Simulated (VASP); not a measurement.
# Mo: relaxation of cell and atoms with LDA

Crystal: Mo.

```
CELL_PARAMETERS angstrom
4.55068 0.00000 0.00000
-2.27534 3.94101 0.00000
0.00000 0.00000 2.50949
ATOMIC_POSITIONS crystal
Mo 0.00000 0.00000 0.00000
Mo 0.33333 0.66667 0.50000
Mo 0.66667 0.33333 0.50000
```

This isn't the form of Mo at room conditions, which is bcc.

* Program: VASP 6.6.1
* Task: relaxation of cell and atoms
* Functional: LDA
* Potentials or basis: VASP PAW LDA potentials, release 64 (Mo_sv)
* Cutoff: 600 eV
* k mesh: 8 × 8 × 12
* Occupations: fermi-dirac, width 0.05 eV
* Spin: no spin polarisation
* Target pressure: 6.5 GPa
* Dipole correction: no
* Further INCAR settings: ALGO = Normal; EDIFF = 1e-07; IBRION = 2; EDIFFG = -0.005; NSW = 32; ISIF = 3

* Relaxed volume: 15.06 Å³/atom
* Relaxed cell: a = 4.556 Å, b = 4.556 Å, c = 2.514 Å, α = 90.00°, β = 90.00°, γ = 120.00°
* Space group after relaxing (to 0.1 Å): P6/mmm (No. 191)
* Energy change on relaxing (the run minimises the enthalpy): -2.8 meV/atom
* Ionic steps: 3
* Pressure after relaxing: 6.5 GPa
* Band gap on the k mesh: zero (bands 21 and 22 overlap by 1.48 eV)

The path:
```
step  energy change (eV)  largest force (eV/Å)  pressure (GPa)  volume (Å³)
   1              0.0000                0.0000            7.72        45.01
   2             -0.0245                0.0000            2.90        45.75
   3             -0.0083                0.0000            6.49        45.19
```

Final structure:
```
CELL_PARAMETERS angstrom
4.55611 0.00000 0.00000
-2.27805 3.94571 0.00000
0.00000 0.00000 2.51384
ATOMIC_POSITIONS crystal
Mo 0.00000 0.00000 0.00000
Mo 0.33333 0.66667 0.50000
Mo 0.66667 0.33333 0.50000
```

Levels at points of the mesh, in eV from the Fermi level:
```
           k point  band 19  band 20  band 21  band 22  band 23  band 24
(0.00, 0.00, 0.00)    -2.14    -2.14    -0.56    -0.56     1.84     1.84
(0.50, 0.00, 0.00)    -2.31    -2.16     0.80     1.55     2.09     2.18
(0.00, 0.00, 0.50)    -1.23    -1.23     0.15     0.15     2.67     2.67
(0.50, 0.00, 0.50)    -1.99    -0.27    -0.17     1.27     1.46     2.31
```

It took 2.1 min on 1 thread of AMD EPYC 9R14 (Zen 4) (shared host), peak memory 0.16 GiB.

Caveat: the cell is relaxed towards a set pressure, so the run minimises the enthalpy, not the energy.
